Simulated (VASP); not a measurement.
## TiO2: single point with r2SCAN

The system is TiO2.

```xyz
6
Lattice="4.5690 0.0000 0.0000 0.0000 4.5690 0.0000 0.0000 0.0000 2.9394" Properties=species:S:1:pos:R:3 pbc="T T T"
Ti    0.0000    0.0000    1.4697
Ti    2.2845    2.2845    0.0000
O     1.3904    1.3904    1.4697
O     0.8940    3.6749    0.0000
O     3.6749    0.8940    0.0000
O     3.1785    3.1785    1.4697
```

```
Program                : VASP 6.6.1
Task                   : single point
Functional             : r2SCAN
Potentials or basis    : VASP PAW PBE potentials, release 64 (Ti_sv, O)
Cutoff                 : 520 eV
k mesh                 : 6 × 6 × 9
Occupations            : fermi-dirac, width 0.05 eV
Spin                   : no spin polarisation
Dipole correction      : no
Further INCAR settings : ALGO = Normal; EDIFF = 1e-06; NBANDS = 33
```

* Pressure: 5.6 GPa
* Largest force: 0.077 eV/Å
* Band gap on the k mesh: 2.26 eV

Forces on the atoms (eV/Å):
```
Ti   0.000  0.000  0.000
Ti   0.000  0.000  0.000
O   -0.055 -0.055  0.000
O    0.055 -0.055  0.000
O   -0.055  0.055  0.000
O    0.055  0.055  0.000
```

Stress tensor (GPa, compression positive):
```
5.13 0.00 0.00
0.00 5.13 0.00
0.00 0.00 6.59
```

Levels at points of the mesh, in eV from the valence-band top:
```csv
k point,band 20,band 21,band 22,band 23,band 24,band 25,band 26,band 27,band 28,band 29
"(0.00, 0.00, 0.00)",-2.10,-0.77,-0.50,-0.50,0.00,2.26,2.59,2.83,2.93,2.93
"(0.50, 0.00, 0.00)",-3.20,-1.73,-1.73,-0.79,-0.79,2.97,2.97,3.48,3.48,4.03
"(0.50, 0.50, 0.00)",-2.27,-1.40,-1.40,-1.14,-1.14,2.30,2.30,2.96,2.96,4.30
```

It took 8.4 min on 1 thread of Intel Xeon 8259CL, on a shared host, peak memory 0.23 GiB.

Caveat: the cell stands under pressure; the PAW data sets were made with another functional, which shifts forces and pressure a little; an odd mesh through Γ misses points on the zone boundary, where band edges can lie.
